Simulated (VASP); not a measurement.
Cu: single point with LDA

The system is Cu.

```
CELL_PARAMETERS angstrom
0.00000 1.75927 1.75927
1.75927 0.00000 1.75927
1.75927 1.75927 0.00000
ATOMIC_POSITIONS crystal
Cu 0.00000 0.00000 0.00000
```

```
Program             : VASP 6.6.1
Task                : single point
Functional          : LDA
Potentials or basis : VASP PAW LDA potentials, release 64 (Cu)
Cutoff              : 520 eV
k mesh              : 20 × 20 × 20
Occupations         : gaussian, width 0.05 eV
Spin                : no spin polarisation
```

```
Pressure : 0.8 GPa
```

Levels at points of the mesh, in eV from the Fermi level:
| k point | band 4 | band 5 | band 6 | band 7 | band 8 | band 9 |
| --- | --- | --- | --- | --- | --- | --- |
| (0.00, 0.00, 0.00) | -3.31 | -2.36 | -2.36 | 23.35 | 26.46 | 26.46 |
| (0.50, 0.00, 0.00) | -1.71 | -1.71 | -1.20 | 4.18 | 21.82 | 23.23 |
| (0.50, 0.50, 0.00) | -1.55 | -1.55 | 1.45 | 7.73 | 13.67 | 13.67 |

Run time: 35 s on 1 thread of AMD EPYC 7R43 64-Core Processor (Zen 3), on a shared host, peak memory 0.1 GiB.
